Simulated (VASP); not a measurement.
Crystal: TiCo3.

```
CELL_PARAMETERS angstrom
3.60000 0.00000 0.00000
0.00000 3.60000 0.00000
0.00000 0.00000 3.60000
ATOMIC_POSITIONS crystal
Ti 0.00000 0.00000 0.00000
Co 0.00000 0.50000 0.50000
Co 0.50000 0.00000 0.50000
Co 0.50000 0.50000 0.00000
```

Program: VASP 6.6.1. Alike in all runs: task single point; level PBEsol; potentials or basis VASP PAW PBE potentials, release 64 (Ti_sv, Co); spin collinear, ferromagnetic start; cell as given; k mesh 12 × 12 × 12; cutoff (eV) 520; smearing gaussian 0.15 eV.

Q: Order these runs on this cell by their pressure, lowest first.
A. fixed moment (μB) 6.84
B. fixed moment (μB) 4.56
C. fixed moment (μB) 6.08
D. fixed moment (μB) 1.52
E. fixed moment (μB) 3.8

A: D (-11.7 GPa), E (-4.1 GPa), B (-0.1 GPa), C (7.9 GPa), A (11.9 GPa).

Caveats: the PAW data sets were made with another functional, which shifts forces and pressure a little; the total moment is fixed, so each spin has its own Fermi level and the state may be an excited one; the cell stands under tension (at least some runs); the cell stands under pressure (at least some runs).
